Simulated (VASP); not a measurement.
# TiO2 (C2/m) in VASP: further runs

TiO2 is run at these levels: r2SCAN, RPBE, PBE; tasks: single point.

Everything below comes from runs of VASP 6.6.1. Logs are shortened: lines on timing, memory, paths and dates and some standing lists are left out, and cuts for length are marked.

**1. The cell of the first run**

Symmetry: C2/m, No. 12, monoclinic system. Conventional cell: a = 12.225 Å, b = 3.742 Å, c = 6.572 Å, α = 90.00°, β = 106.95°, γ = 90.00°. Within 2.5 Å of Ti (site symmetry m) lie 6 O at 1.85 to 2.14 Å. Ti (site symmetry m) has 6 O at 1.77 to 2.32 Å within 2.4 Å. O (site symmetry m) has 3 Ti at 1.93 to 2.02 Å and 2 O at 2.51 Å within 2.6 Å. O (site symmetry m) has 4 Ti at 1.95 to 2.32 Å and 5 O at 2.51 to 2.69 Å within 2.7 Å. Within 2.3 Å of O (site symmetry m) lie 2 Ti at 1.77 to 1.86 Å. Within 3.0 Å of O (site symmetry m) lie 3 Ti at 1.85 to 2.14 Å and 10 O at 2.53 to 2.97 Å.

**2. Single point, r2SCAN**

Input file POSCAR:

```
TiO2
1.0
    6.1122767729     -1.8708273909      0.0000000000
    6.1122767729      1.8708273909      0.0000000000
   -1.9153839319      0.0000000000      6.2864893037
Ti O
4 8
Direct
    0.9000710000      0.9000710000      0.2896020000
    0.1952860000      0.1952860000      0.2837620000
    0.0999290000      0.0999290000      0.7103980000
    0.8047140000      0.8047140000      0.7162380000
    0.3619310000      0.3619310000      0.2933970000
    0.2634885000      0.2634885000      0.6525000000
    0.8671885000      0.8671885000      0.9952910000
    0.7365115000      0.7365115000      0.3475000000
    0.9416475000      0.9416475000      0.6300210000
    0.1328115000      0.1328115000      0.0047090000
    0.6380690000      0.6380690000      0.7066030000
    0.0583525000      0.0583525000      0.3699790000
```

Input file INCAR.step1:

```
SYSTEM = TiO2
PREC = Accurate
ENCUT = 520
ISMEAR = -1
SIGMA = 0.05
LREAL = .FALSE.
LASPH = .TRUE.
NELM = 100
NBANDS = 60
GGA = PE
ALGO = Normal
EDIFF = 1E-4
LWAVE = .TRUE.
LCHARG = .FALSE.
KPAR = 4
```

Input file INCAR.step2:

```
SYSTEM = TiO2
PREC = Accurate
ENCUT = 520
EDIFF = 1E-6
ISMEAR = -1
SIGMA = 0.05
LREAL = .FALSE.
LASPH = .TRUE.
NELM = 100
ALGO = Normal
ISIF = 2
LWAVE = .FALSE.
LCHARG = .FALSE.
METAGGA = R2SCAN
LMIXTAU = .TRUE.
NBANDS = 60
ISTART = 1
KPAR = 4
```

Input file KPOINTS:

```
Automatic mesh
0
G
  8 8 4
  0 0 0
```

Potentials or basis: VASP PAW PBE potentials, release 64 (Ti_sv, O).

Started as:

```console
$ cat potpaw_PBE.64/Ti_sv/POTCAR potpaw_PBE.64/O/POTCAR > POTCAR
$ cp INCAR.step1 INCAR
$ mpirun -np 4 vasp_std > vasp.out
$ cp INCAR.step2 INCAR
$ mpirun -np 4 vasp_std > vasp.out
```

OUTCAR:

```text
SYSTEM = TiO2
   PREC = Accurate
   ENCUT = 520
   EDIFF = 1E-6
   ISMEAR = -1
   LREAL = .FALSE.
   LASPH = .TRUE.
   NELM = 100
   ISIF = 2
   METAGGA = R2SCAN
   ISTART = 1

 ion  position               nearest neighbor table
   1  0.900  0.900  0.290-  12 1.85   7 1.86   5 1.93   5 1.93   8 2.14   9 2.14
   2  0.195  0.195  0.284-  10 1.77  12 1.92   8 1.95   8 1.95   5 2.02   6 2.32
   3  0.100  0.100  0.710-   9 1.85  10 1.86  11 1.93  11 1.93   6 2.14  12 2.14
   4  0.805  0.805  0.716-   7 1.77   9 1.92   6 1.95   6 1.95  11 2.02   8 2.32
   5  0.362  0.362  0.293-   1 1.93   1 1.93   2 2.02
   6  0.263  0.263  0.653-   4 1.95   4 1.95   3 2.14   2 2.32
   7  0.867  0.867  0.995-   4 1.77   1 1.86
   8  0.737  0.737  0.347-   2 1.95   2 1.95   1 2.14   4 2.32
   9  0.942  0.942  0.630-   3 1.85   4 1.92   1 2.14
  10  0.133  0.133  0.005-   2 1.77   3 1.86
  11  0.638  0.638  0.707-   3 1.93   3 1.93   4 2.02
  12  0.058  0.058  0.370-   1 1.85   2 1.92   3 2.14

  LATTYP: Found a base centered monoclinic cell.
 ALAT       =    12.2245535458
 B/A-ratio  =     0.3060770087
 C/A-ratio  =     0.5375907333
 COS(beta)  =    -0.2914546970

  Lattice vectors:

 A1 = (   6.1122767729,  -1.8708273909,   0.0000000000)
 A2 = (   6.1122767729,   1.8708273909,   0.0000000000)
 A3 = (  -1.9153839319,   0.0000000000,   6.2864893037)

Analysis of symmetry for initial positions (statically):
=====================================================================
 Subroutine PRICEL returns:
 Original cell was already a primitive cell.

 Routine SETGRP: Setting up the symmetry group for a
 base centered monoclinic supercell.

 Subroutine GETGRP returns: Found  4 space group operations
 (whereof  4 operations were pure point group operations)
 out of a pool of  4 trial point group operations.

The static configuration has the point symmetry C_2h.

Analysis of symmetry for dynamics (positions and initial velocities):
=====================================================================
 Subroutine PRICEL returns:
 Original cell was already a primitive cell.

 Routine SETGRP: Setting up the symmetry group for a
 base centered monoclinic supercell.

 Subroutine GETGRP returns: Found  4 space group operations
 (whereof  4 operations were pure point group operations)
 out of a pool of  4 trial point group operations.

The dynamic configuration has the point symmetry C_2h.

 Subroutine INISYM returns: Found  4 space group operations
 (whereof  4 operations are pure point group operations),
 and found     1 'primitive' translations

----------------------------------------------------------------------------------------

                                     Primitive cell

  volume of cell :     143.7722

  direct lattice vectors                    reciprocal lattice vectors
     6.112276773 -1.870827391  0.000000000     0.081802578 -0.267261428  0.024923823
     6.112276773  1.870827391  0.000000000     0.081802578  0.267261428  0.024923823
    -1.915383932  0.000000000  6.286489304     0.000000000  0.000000000  0.159071296

  length of vectors
     6.392176662  6.392176662  6.571806705     0.280609212  0.280609212  0.159071296

  position of ions in fractional coordinates (direct lattice)
     0.900071000  0.900071000  0.289602000
     0.195286000  0.195286000  0.283762000
     0.099929000  0.099929000  0.710398000
     0.804714000  0.804714000  0.716238000
     0.361931000  0.361931000  0.293397000
     0.263488500  0.263488500  0.652500000
     0.867188500  0.867188500  0.995291000
     0.736511500  0.736511500  0.347500000
     0.941647500  0.941647500  0.630021000
     0.132811500  0.132811500  0.004709000
     0.638069000  0.638069000  0.706603000
     0.058352500  0.058352500  0.369979000

  ion indices of the primitive-cell ions
   primitive index   ion index
                 1           1
                 2           2
                 3           3
                 4           4
                 5           5
                 6           6
                 7           7
                 8           8
                 9           9
                10          10
                11          11
                12          12

----------------------------------------------------------------------------------------

 KPOINTS: Automatic mesh

Automatic generation of k-mesh.
 Grid dimensions read from file:
 generate k-points for:    8    8    4

 Generating k-lattice:

  Cartesian coordinates                     Fractional coordinates (reciprocal lattice)
     0.010225322 -0.033407678  0.003115478     0.125000000  0.000000000 -0.000000000
     0.010225322  0.033407678  0.003115478     0.000000000  0.125000000 -0.000000000
     0.000000000  0.000000000  0.039767824     0.000000000  0.000000000  0.250000000

  Length of vectors
     0.035076151  0.035076151  0.039767824

  Shift w.r.t. Gamma in fractional coordinates (k-lattice)
     0.000000000  0.000000000  0.000000000

 Subroutine IBZKPT returns following result:
 ===========================================

 Found     78 irreducible k-points:

 Following reciprocal coordinates:
            Coordinates               Weight
  0.000000  0.000000  0.000000      1.000000
  0.125000  0.000000  0.000000      4.000000
  0.250000  0.000000  0.000000      4.000000
  0.375000 -0.000000 -0.000000      4.000000
  0.500000  0.000000  0.000000      2.000000
  0.125000  0.125000  0.000000      2.000000
[... 16 lines left out ...]
  0.125000  0.000000  0.250000      4.000000
  0.250000  0.000000  0.250000      4.000000
 [... further k-points ...]
   k-points           NKPTS =     78   k-points in BZ     NKDIM =     78   number of bands    NBANDS=     60
   number of dos      NEDOS =    301   number of ions     NIONS =     12
   total plane-waves  NPLWV = 115200
   dimension x,y,z NGX =    48 NGY =   48 NGZ =   50
   dimension x,y,z NGXF=    96 NGYF=   96 NGZF=  100
   ions per type =               4   8
   NGX,Y,Z   is equivalent  to a cutoff of  12.48, 12.48, 12.65 a.u.
   NGXF,Y,Z  is equivalent  to a cutoff of  24.97, 24.97, 25.30 a.u.
 SYSTEM =  TiO2
   PREC   = accura    normal or accurate (medium, high low for compatibility)
   ISTART =      1    job   : 0-new  1-cont  2-samecut
   ICHARG =      0    charge: 1-file 2-atom 10-const
   ISPIN  =      1    spin polarized calculation?
   LNONCOLLINEAR =      F non collinear calculations
   LSORBIT =      F    spin-orbit coupling
   LASPH  =      T    aspherical Exc in radial PAW
   ENCUT  =  520.0 eV  38.22 Ry    6.18 a.u.  11.89 11.89 12.22*2*pi/ulx,y,z
   NELM   =    100;   NELMIN=  2; NELMDL=  0     # of ELM steps
   EDIFF  = 0.1E-05   stopping-criterion for ELM
   LREAL  =      F    real-space projection
   EDIFFG = 0.1E-04   stopping-criterion for IOM
   NSW    =      0    number of steps for IOM
   IBRION =     -1    ionic relax: 0-MD 1-quasi-New 2-CG
   NFREE  =      0    steps in history (QN), initial steepest desc. (CG)
   ISIF   =      2    stress and relaxation
   ISYM   =      2    0-nonsym 1-usesym 2-fastsym
   POTIM  = 0.5000    time-step for ionic-motion
   TEBEG  =    0.0;   TEEND  =   0.0 temperature during run
   PSTRESS=    0.0 pullay stress
   NELECT =      96.0000    total number of electrons
   NUPDOWN=      -1.0000    fix difference up-down
   EMIN   =  10.00;   EMAX   =-10.00  energy-range for DOS
   EFERMI =   0.00;   METHOD = LEGACY
   ISMEAR =    -1;   SIGMA  =   0.05  broadening in eV -4-tet -1-fermi 0-gaus
   EFERMI_NEDOS =   21; number of points for ismear=-14 and -15
   IALGO  =     38    algorithm
   IMIX   =      4    mixing-type and parameters
     AMIX     =   0.40;   BMIX     =  1.00
     AMIX_MAG =   1.60;   BMIX_MAG =  1.00
  volume/ion in A,a.u.               =      11.98        80.85
  Fermi-wavevector in a.u.,A,eV,Ry     =   1.430892  2.703994 27.857285  2.047453
  Thomas-Fermi vector in A             =   2.550688
   LORBIT       =      0    0 simple, 1 ext, 2 COOP (PROOUT), +10 PAW based schemes
   METAGGA = R2SCAN    functional components
   LHFCALC =     F    Hartree Fock is set to
   AEXX    =    0.0000 exact exchange contribution
   IVDW    =     0    specifies the selected vdW correction
   LEPSILON=     F    determine dielectric tensor
   LRPA    =     F    only Hartree local field effects (RPA)
 non-spin polarized calculation
  energy-cutoff  :      520.00
  volume of cell :      143.77
 maximum number of plane-waves:      3893
   NGX = 23   NGY = 23   NGZ = 25

 number of electron      96.0000004 magnetization

 Free energy of the ion-electron system (eV)
  ---------------------------------------------------
  ext. energy  EPLUGINS =         0.00000000
  ---------------------------------------------------
  free energy    TOTEN  =      -139.66346954 eV

  energy without entropy =     -139.66346954  energy(sigma->0) =     -139.66346954

 E-fermi :   3.5166     XC(G=0): -11.0738

 val. band max:        2.3188614715   @ k =  -0.3750   0.2500   0.5000
 cond. band min:       5.5299286380   @ k =   0.0000   0.0000   0.0000
 fundamental gap:      3.2110671665
 Fermi energy:         3.5165616120

 k-point     1 :       0.0000    0.0000    0.0000
  band No.  band energies     occupation
      1     -55.9741      2.00000
      2     -55.9611      2.00000
      3     -55.8746      2.00000
      4     -55.8680      2.00000
      5     -31.3566      2.00000
      6     -31.3021      2.00000
[... 52 lines left out ...]
     59       7.7057      0.00000
     60       7.8572      0.00000

 k-point     2 :       0.1250    0.0000    0.0000
  band No.  band energies     occupation
      1     -55.9734      2.00000
      2     -55.9606      2.00000
      3     -55.8741      2.00000
      4     -55.8680      2.00000
      5     -31.3539      2.00000
      6     -31.3007      2.00000
[... 52 lines left out ...]
     59       7.4739      0.00000
     60       7.5178      0.00000

 k-point     3 :       0.2500    0.0000    0.0000
  band No.  band energies     occupation
      1     -55.9716      2.00000
      2     -55.9593      2.00000
      3     -55.8729      2.00000
      4     -55.8683      2.00000
      5     -31.3471      2.00000
      6     -31.2987      2.00000
[... 1312 lines left out ...]
     59       7.4935      0.00000
     60       7.5269      0.00000

 k-point    24 :       0.2500    0.0000    0.2500
  band No.  band energies     occupation
      1     -55.9712      2.00000
      2     -55.9596      2.00000
      3     -55.8732      2.00000
      4     -55.8681      2.00000
      5     -31.3466      2.00000
      6     -31.2984      2.00000
[... 52 lines left out ...]
     59       7.4309      0.00000
     60       7.4706      0.00000

 [... further k-points ...]

------------------------ aborting loop because EDIFF is reached ----------------------------------------

  FORCE on cell =-STRESS in cart. coord.  units (eV):
  Direction    XX          YY          ZZ          XY          YZ          ZX
  --------------------------------------------------------------------------------------
  -------------------------------------------------------------------------------------
  Total       -0.4061047     -0.2355186     -0.6122391      0.0000000      0.0000000      0.0994564
  in kB       -4.5255741     -2.6245869     -6.8227068      0.0000000      0.0000000      1.1083282
  external PRESSURE =      -4.6576226 kB  Pullay stress =       0.0000000 kB

 VOLUME and BASIS-vectors are now :
 -----------------------------------------------------------------------------
  energy-cutoff  :      520.00
  volume of cell :      143.77
      direct lattice vectors                 reciprocal lattice vectors
     6.112276773 -1.870827391  0.000000000     0.081802578 -0.267261428  0.024923823
     6.112276773  1.870827391  0.000000000     0.081802578  0.267261428  0.024923823
    -1.915383932  0.000000000  6.286489304     0.000000000  0.000000000  0.159071296

 POSITION                                       TOTAL-FORCE (eV/Angst)
 -----------------------------------------------------------------------------------
     10.44827      0.00000      1.82058        -0.076990      0.000000      0.002135
      1.84377      0.00000      1.78387        -0.025310      0.000000      0.033735
     -0.13910      0.00000      4.46591         0.076990      0.000000     -0.002135
      8.46540      0.00000      4.50262         0.025310      0.000000     -0.033735
      3.86248      0.00000      1.84444        -0.031272      0.000000      0.015510
      1.97124      0.00000      4.10193        -0.016602      0.000000     -0.029838
      8.69463      0.00000      6.25689        -0.026594      0.000000      0.057937
      8.33793      0.00000      2.18456         0.016602      0.000000      0.029838
     10.30449      0.00000      3.96062        -0.067870      0.000000     -0.076307
      1.61454      0.00000      0.02960         0.026594      0.000000     -0.057937
      6.44669      0.00000      4.44205         0.031272      0.000000     -0.015510
      0.00468      0.00000      2.32587         0.067870      0.000000      0.076307
 -----------------------------------------------------------------------------------
    total drift:                               -0.000000     -0.000000      0.000000

  FREE ENERGIE OF THE ION-ELECTRON SYSTEM (eV)
  ---------------------------------------------------
  free  energy   TOTEN  =      -139.6634695417 eV

  energy  without entropy=     -139.6634695417  energy(sigma->0) =     -139.66346954
```

It took 42 min on 4 MPI ranks of Oxide Virtual Turin-like, shared host; peak memory 0.69 GiB.

Results:

| Property | Result |
| --- | --- |
| Free energy | -139.6635 eV |
| Pressure | -0.5 GPa |
| Largest force | 0.102 eV/Å |
| Band gap on the k mesh | 3.21 eV (least direct gap 3.40 eV) |

Forces on the atoms (eV/Å):
```
Ti  -0.077  0.000  0.002
Ti  -0.025  0.000  0.034
Ti   0.077  0.000 -0.002
Ti   0.025  0.000 -0.034
O   -0.031  0.000  0.016
O   -0.017  0.000 -0.030
O   -0.027  0.000  0.058
O    0.017  0.000  0.030
O   -0.068  0.000 -0.076
O    0.027  0.000 -0.058
O    0.031  0.000 -0.016
O    0.068  0.000  0.076
```

Caveat: the PAW data sets were made with another functional, which shifts forces and pressure a little. A k mesh can miss the band edges.

(Part 1 of 2 ends here.)
